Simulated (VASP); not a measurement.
# CdS (Greenockite) (P6_3mc) in VASP: notebook

The runs below take CdS (Greenockite) through single point, with PBE.

Program: VASP 6.6.1. These are calculated values, not measurements. Logs are shortened: lines on timing, memory, paths and dates and some standing lists are left out, and cuts for length are marked.

## (1) The cell of the first run

Symmetry: P6_3mc, No. 186, hexagonal system. Conventional cell: a = 4.065 Å, b = 4.065 Å, c = 6.599 Å, α = 90.00°, β = 90.00°, γ = 120.00°. Within 3.3 Å of Cd (site symmetry 3m) lie 4 S at 2.47 to 2.49 Å. Within 3.3 Å of S (site symmetry 3m) lie 4 Cd at 2.47 to 2.49 Å.

## (2) Single point, PBE

File INCAR:

```
SYSTEM = CdS
PREC = Accurate
ENCUT = 520
EDIFF = 1E-6
ISMEAR = -1
SIGMA = 0.1
LREAL = .FALSE.
LASPH = .TRUE.
NELM = 60
ALGO = Normal
ISIF = 2
LWAVE = .FALSE.
LCHARG = .TRUE.
GGA = PE
LELF = .TRUE.
LVHAR = .TRUE.
NBANDS = 26
```

File KPOINTS:

```
Automatic mesh
0
G
  6 6 4
  0 0 0
```

File POSCAR:

```
CdS
1.0
    4.0652823512      0.0000000000      0.0000000000
   -2.0326411756      3.5206373727      0.0000000000
    0.0000000000      0.0000000000      6.5994716144
Cd S
2 2
Direct
    0.3333333333      0.6666666667      0.0000000000
    0.6666666667      0.3333333333      0.5000000000
    0.3333333333      0.6666666667      0.3750000000
    0.6666666667      0.3333333333      0.8750000000
```

Potentials or basis: VASP PAW PBE potentials, release 64 (Cd, S).

Run with:

```console
cat potpaw_PBE.64/Cd/POTCAR potpaw_PBE.64/S/POTCAR > POTCAR
mpirun -np 1 vasp_std > vasp.out
```

OUTCAR:

```text
SYSTEM = CdS
   PREC = Accurate
   ENCUT = 520
   EDIFF = 1E-6
   ISMEAR = -1
   LREAL = .FALSE.
   LASPH = .TRUE.
   NELM = 60
   ISIF = 2
   GGA = PE

 ion  position               nearest neighbor table
   1  0.333  0.667  0.000-   3 2.47   4 2.49   4 2.49   4 2.49
   2  0.667  0.333  0.500-   4 2.47   3 2.49   3 2.49   3 2.49
   3  0.333  0.667  0.375-   1 2.47   2 2.49   2 2.49   2 2.49
   4  0.667  0.333  0.875-   2 2.47   1 2.49   1 2.49   1 2.49

  LATTYP: Found a hexagonal cell.
 ALAT       =     4.0652823512
 C/A-ratio  =     1.6233734940

  Lattice vectors:

 A1 = (   4.0652823512,   0.0000000000,   0.0000000000)
 A2 = (  -2.0326411756,   3.5206373727,   0.0000000000)
 A3 = (   0.0000000000,   0.0000000000,   6.5994716144)

Analysis of symmetry for initial positions (statically):
=====================================================================
 Subroutine PRICEL returns:
 Original cell was already a primitive cell.

 Routine SETGRP: Setting up the symmetry group for a
 hexagonal supercell.

 Subroutine GETGRP returns: Found 12 space group operations
 (whereof  6 operations were pure point group operations)
 out of a pool of 24 trial point group operations.

The static configuration has the point symmetry C_3v.
 The point group associated with its full space group is C_6v.

Analysis of symmetry for dynamics (positions and initial velocities):
=====================================================================
 Subroutine PRICEL returns:
 Original cell was already a primitive cell.

 Routine SETGRP: Setting up the symmetry group for a
 hexagonal supercell.

 Subroutine GETGRP returns: Found 12 space group operations
 (whereof  6 operations were pure point group operations)
 out of a pool of 24 trial point group operations.

The dynamic configuration has the point symmetry C_3v.
 The point group associated with its full space group is C_6v.

 Subroutine INISYM returns: Found 12 space group operations
 (whereof  6 operations are pure point group operations),
 and found     1 'primitive' translations

----------------------------------------------------------------------------------------

                                     Primitive cell

  volume of cell :      94.4542

  direct lattice vectors                    reciprocal lattice vectors
     4.065282351  0.000000000  0.000000000     0.245985374  0.142019739  0.000000000
    -2.032641176  3.520637373  0.000000000     0.000000000  0.284039478  0.000000000
     0.000000000  0.000000000  6.599471614     0.000000000  0.000000000  0.151527283

  length of vectors
     4.065282351  4.065281990  6.599471614     0.284039452  0.284039478  0.151527283

  position of ions in fractional coordinates (direct lattice)
     0.333333333  0.666666667  0.000000000
     0.666666667  0.333333333  0.500000000
     0.333333333  0.666666667  0.375000000
     0.666666667  0.333333333  0.875000000

  ion indices of the primitive-cell ions
   primitive index   ion index
                 1           1
                 2           2
                 3           3
                 4           4

----------------------------------------------------------------------------------------

 KPOINTS: Automatic mesh

Automatic generation of k-mesh.
 Grid dimensions read from file:
 generate k-points for:    6    6    4

 Generating k-lattice:

  Cartesian coordinates                     Fractional coordinates (reciprocal lattice)
     0.040997562  0.023669956  0.000000000     0.166666667  0.000000000  0.000000000
     0.000000000  0.047339913  0.000000000     0.000000000  0.166666667  0.000000000
     0.000000000  0.000000000  0.037881821     0.000000000  0.000000000  0.250000000

  Length of vectors
     0.047339909  0.047339913  0.037881821

  Shift w.r.t. Gamma in fractional coordinates (k-lattice)
     0.000000000  0.000000000  0.000000000

 Subroutine IBZKPT returns following result:
 ===========================================

 Found     21 irreducible k-points:

 Following reciprocal coordinates:
            Coordinates               Weight
  0.000000  0.000000  0.000000      1.000000
  0.166667  0.000000  0.000000      6.000000
  0.333333  0.000000  0.000000      6.000000
  0.500000  0.000000  0.000000      3.000000
  0.166667  0.166667  0.000000      6.000000
  0.333333  0.166667  0.000000     12.000000
[... 13 lines left out ...]
  0.333333  0.166667  0.500000     12.000000
  0.333333  0.333333  0.500000      2.000000
   k-points           NKPTS =     21   k-points in BZ     NKDIM =     21   number of bands    NBANDS=     26
   number of dos      NEDOS =    301   number of ions     NIONS =      4
   total plane-waves  NPLWV =  45000
   dimension x,y,z NGX =    30 NGY =   30 NGZ =   50
   dimension x,y,z NGXF=    60 NGYF=   60 NGZF=  100
   ions per type =               2   2
   NGX,Y,Z   is equivalent  to a cutoff of  12.27, 12.27, 12.60 a.u.
   NGXF,Y,Z  is equivalent  to a cutoff of  24.54, 24.54, 25.19 a.u.
 SYSTEM =  CdS
   PREC   = accura    normal or accurate (medium, high low for compatibility)
   ISTART =      0    job   : 0-new  1-cont  2-samecut
   ICHARG =      2    charge: 1-file 2-atom 10-const
   ISPIN  =      1    spin polarized calculation?
   LNONCOLLINEAR =      F non collinear calculations
   LSORBIT =      F    spin-orbit coupling
   LASPH  =      T    aspherical Exc in radial PAW
   ENCUT  =  520.0 eV  38.22 Ry    6.18 a.u.   7.56  7.56 12.27*2*pi/ulx,y,z
   NELM   =     60;   NELMIN=  2; NELMDL= -5     # of ELM steps
   EDIFF  = 0.1E-05   stopping-criterion for ELM
   LREAL  =      F    real-space projection
   EDIFFG = 0.1E-04   stopping-criterion for IOM
   NSW    =      0    number of steps for IOM
   IBRION =     -1    ionic relax: 0-MD 1-quasi-New 2-CG
   NFREE  =      0    steps in history (QN), initial steepest desc. (CG)
   ISIF   =      2    stress and relaxation
   ISYM   =      2    0-nonsym 1-usesym 2-fastsym
   POTIM  = 0.5000    time-step for ionic-motion
   TEBEG  =    0.0;   TEEND  =   0.0 temperature during run
   PSTRESS=    0.0 pullay stress
   NELECT =      36.0000    total number of electrons
   NUPDOWN=      -1.0000    fix difference up-down
   EMIN   =  10.00;   EMAX   =-10.00  energy-range for DOS
   EFERMI =   0.00;   METHOD = LEGACY
   ISMEAR =    -1;   SIGMA  =   0.10  broadening in eV -4-tet -1-fermi 0-gaus
   EFERMI_NEDOS =   21; number of points for ismear=-14 and -15
   IALGO  =     38    algorithm
   IMIX   =      4    mixing-type and parameters
     AMIX     =   0.40;   BMIX     =  1.00
     AMIX_MAG =   1.60;   BMIX_MAG =  1.00
  volume/ion in A,a.u.               =      23.61       159.35
  Fermi-wavevector in a.u.,A,eV,Ry     =   1.186958  2.243025 19.168824  1.408869
  Thomas-Fermi vector in A             =   2.323119
   LORBIT       =      0    0 simple, 1 ext, 2 COOP (PROOUT), +10 PAW based schemes
   GGA     = PE    functional components
   LHFCALC =     F    Hartree Fock is set to
   AEXX    =    0.0000 exact exchange contribution
   IVDW    =     0    specifies the selected vdW correction
   LEPSILON=     F    determine dielectric tensor
   LRPA    =     F    only Hartree local field effects (RPA)
 non-spin polarized calculation
  energy-cutoff  :      520.00
  volume of cell :       94.45
 maximum number of plane-waves:      2563
   NGX = 15   NGY = 15   NGZ = 25

 number of electron      36.0000027 magnetization

 Free energy of the ion-electron system (eV)
  ---------------------------------------------------
  ext. energy  EPLUGINS =         0.00000000
  ---------------------------------------------------
  free energy    TOTEN  =       -12.09292111 eV

  energy without entropy =      -12.09285695  energy(sigma->0) =      -12.09288903

 E-fermi :   2.5056     XC(G=0):  -9.3771

 val. band max:        1.7501031756   @ k =   0.0000   0.0000   0.0000
 cond. band min:       3.0940467641   @ k =   0.0000   0.0000   0.0000
 fundamental gap:      1.3439435885
 Fermi energy:         2.5055596615

 k-point     1 :       0.0000    0.0000    0.0000
  band No.  band energies     occupation
      1     -10.9401      2.00000
      2     -10.4545      2.00000
      3      -6.1622      2.00000
      4      -6.1366      2.00000
      5      -6.1366      2.00000
      6      -6.0363      2.00000
[... 18 lines left out ...]
     25       9.3788      0.00000
     26       9.6687      0.00000

 k-point     2 :       0.1667    0.0000    0.0000
  band No.  band energies     occupation
      1     -10.8349      2.00000
      2     -10.4103      2.00000
      3      -6.1236      2.00000
      4      -6.0952      2.00000
      5      -6.0659      2.00000
      6      -5.9851      2.00000
[... 18 lines left out ...]
     25       9.4181      0.00000
     26       9.9917      0.00000

 k-point     3 :       0.3333    0.0000    0.0000
  band No.  band energies     occupation
      1     -10.6070      2.00000
      2     -10.3369      2.00000
      3      -6.0608      2.00000
      4      -6.0334      2.00000
      5      -5.9075      2.00000
      6      -5.8498      2.00000
[... 18 lines left out ...]
     25      10.1239      0.00000
     26      10.7963      0.00000

 k-point     4 :       0.5000    0.0000    0.0000
  band No.  band energies     occupation
      1     -10.4723      2.00000
      2     -10.3205      2.00000
      3      -6.0437      2.00000
      4      -6.0152      2.00000
      5      -5.8130      2.00000
      6      -5.7906      2.00000
[... 18 lines left out ...]
     25      10.1937      0.00000
     26      12.2092      0.00000
[... 409 lines left out ...]
      1     -10.4994      2.00000
      2     -10.4994      2.00000
      3      -6.0034      2.00000
      4      -6.0034      2.00000
      5      -5.9685      2.00000
      6      -5.9685      2.00000
[... 18 lines left out ...]
     25       9.8018      0.00000
     26       9.8018      0.00000

 k-point    20 :       0.3333    0.1667    0.5000
  band No.  band energies     occupation
      1     -10.3846      2.00000
      2     -10.3846      2.00000
      3      -5.9793      2.00000
      4      -5.9793      2.00000
      5      -5.9108      2.00000
      6      -5.9108      2.00000
[... 18 lines left out ...]
     25      10.3167      0.00000
     26      10.3167      0.00000

 k-point    21 :       0.3333    0.3333    0.5000
  band No.  band energies     occupation
      1     -10.3478      2.00000
      2     -10.3478      2.00000
      3      -5.9424      2.00000
      4      -5.9424      2.00000
      5      -5.9133      2.00000
      6      -5.9133      2.00000
[... 18 lines left out ...]
     25      11.1094      0.00000
     26      11.1094      0.00000

------------------------ aborting loop because EDIFF is reached ----------------------------------------

  FORCE on cell =-STRESS in cart. coord.  units (eV):
  Direction    XX          YY          ZZ          XY          YZ          ZX
  --------------------------------------------------------------------------------------
  -------------------------------------------------------------------------------------
  Total        3.9287302      3.9287292      4.4459650      0.0000000     -0.0000000      0.0000000
  in kB       66.6410161     66.6410003     75.4146032      0.0000000     -0.0000000      0.0000000
  external PRESSURE =      69.5655398 kB  Pullay stress =       0.0000000 kB

 VOLUME and BASIS-vectors are now :
 -----------------------------------------------------------------------------
  energy-cutoff  :      520.00
  volume of cell :       94.45
      direct lattice vectors                 reciprocal lattice vectors
     4.065282351  0.000000000  0.000000000     0.245985374  0.142019739  0.000000000
    -2.032641176  3.520637373  0.000000000     0.000000000  0.284039478  0.000000000
     0.000000000  0.000000000  6.599471614     0.000000000  0.000000000  0.151527283

 POSITION                                       TOTAL-FORCE (eV/Angst)
 -----------------------------------------------------------------------------------
     -0.00000      2.34709      0.00000        -0.000000     -0.000000     -0.081046
      2.03264      1.17355      3.29974         0.000000      0.000000     -0.081046
     -0.00000      2.34709      2.47480         0.000000      0.000000      0.081046
      2.03264      1.17355      5.77454         0.000000      0.000000      0.081046
 -----------------------------------------------------------------------------------
    total drift:                                0.000000      0.000000      0.001159

  FREE ENERGIE OF THE ION-ELECTRON SYSTEM (eV)
  ---------------------------------------------------
  free  energy   TOTEN  =       -12.0929211077 eV

  energy  without entropy=      -12.0928569541  energy(sigma->0) =      -12.09288903
```

It took 23 s on 1 thread of Intel Xeon 6975P-C (Granite Rapids), shared host; peak memory 0.21 GiB.

What came out:

```yaml
Free_energy: -12.0929 eV
Pressure: 7.0 GPa
Largest_force: 0.081 eV/Å
Band_gap_on_the_k_mesh: 1.34 eV, direct
```

Forces in eV/Å, atoms in the order of the input:
```
Cd   0.000  0.000 -0.081
Cd   0.000  0.000 -0.081
S    0.000  0.000  0.081
S    0.000  0.000  0.081
```

Stress tensor (GPa, compression positive):
```
6.66 0.00 0.00
0.00 6.66 0.00
0.00 0.00 7.54
```

## (3) Single point, PBE

This run uses another cell than the first one, of 24.12 Å³/atom, 1.021 times its volume.

File INCAR:

```
ALGO = Normal ; EDIFF = 1E-7
ENCUT = 520 ; GGA = PE
ISIF = 2 ; ISMEAR = -1
LASPH = T ; LCHARG = T
LELF = T ; LREAL = F
LVHAR = T ; LWAVE = F
NBANDS = 26 ; NELM = 80
PREC = Accurate ; SIGMA = 0.1
```

File KPOINTS:

```
k-points
0
Gamma
  6 6 4
```

File POSCAR:

```
CdS
1.0
    4.0939120434      0.0000000000      0.0000000000
   -2.0469560217      3.5454314105      0.0000000000
    0.0000000000      0.0000000000      6.6459482979
Cd S
2 2
Direct
    0.3333333333      0.6666666667      0.0000000000
    0.6666666667      0.3333333333      0.5000000000
    0.3333333333      0.6666666667      0.3750000000
    0.6666666667      0.3333333333      0.8750000000
```

Potentials or basis: VASP PAW PBE potentials, release 64 (Cd, S).

Run with:

```console
cat potpaw_PBE.64/Cd/POTCAR potpaw_PBE.64/S/POTCAR > POTCAR
mpirun -np 1 vasp_std > vasp.out
```

Run time: 24 s. Hardware: 1 thread of Intel Xeon 6975P-C (Granite Rapids), shared host; peak memory 0.21 GiB.

The run converged. Its results:

```
Free energy            : -12.1698 eV
Pressure               : 5.3 GPa
Largest force          : 0.077 eV/Å
Band gap on the k mesh : 1.30 eV, direct
```

Forces on the atoms (eV/Å):
```
Cd   0.000  0.000 -0.077
Cd   0.000  0.000 -0.077
S    0.000  0.000  0.077
S    0.000  0.000  0.077
```

Stress tensor (GPa, compression positive):
```
5.02 0.00 0.00
0.00 5.02 0.00
0.00 0.00 5.81
```

Levels at points of the mesh, in eV from the valence-band top:
```csv
k point,band 14,band 15,band 16,band 17,band 18,band 19,band 20,band 21,band 22,band 23
"(0.00, 0.00, 0.00)",-0.82,-0.82,-0.05,0.00,0.00,1.30,2.84,6.47,6.47,6.80
"(0.50, 0.00, 0.00)",-3.64,-2.80,-1.99,-1.39,-0.78,3.80,3.88,5.09,6.54,7.00
"(0.00, 0.00, 0.50)",-2.55,-0.42,-0.42,-0.42,-0.42,2.93,2.93,6.25,6.25,6.83
"(0.50, 0.00, 0.50)",-4.29,-1.42,-1.42,-1.41,-1.41,3.50,3.50,5.41,5.41,8.02
```
